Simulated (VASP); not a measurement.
Ir:

```xyz
2
Lattice="2.7188 0.0000 0.0000 -1.3594 2.3546 0.0000 0.0000 0.0000 4.4081" Properties=species:S:1:pos:R:3 pbc="T T T"
Ir    1.3594    0.7849    3.3061
Ir    0.0000    1.5697    1.1020
```

This isn't the form of Ir at room conditions, which is fcc.

Base run:

```yaml
Program: VASP 6.6.1
Functional: PBEsol
Potentials_or_basis: VASP PAW PBE potentials, release 64 (Ir)
Cutoff: 520 eV
k_mesh: 21 × 21 × 12
Occupations: gaussian, width 0.15 eV
Spin: collinear spin
Starting_moments: "[0.7, 0.7] μB"
Fixed_moment: 1.4 μB
```

Its results: pressure 5.3 GPa; site moments Ir +0.68 μB.

Q: After a change of settings the same cell gave: pressure 6.7 GPa; site moments Ir +0.78 μB. Which change was it?
A. fixed moment from 1.4 μB to 0.6 μB; moments at the start from [0.7, 0.7] to [0.3, 0.3]
B. fixed moment from 1.4 μB to 1 μB; moments at the start from [0.7, 0.7] to [0.5, 0.5]
C. fixed moment from 1.4 μB to 1.6 μB; moments at the start from [0.7, 0.7] to [0.8, 0.8]

A: C.

Caveats: the cell stands under pressure; the PAW data sets were made with another functional, which shifts forces and pressure a little; the total moment is fixed, so each spin has its own Fermi level.
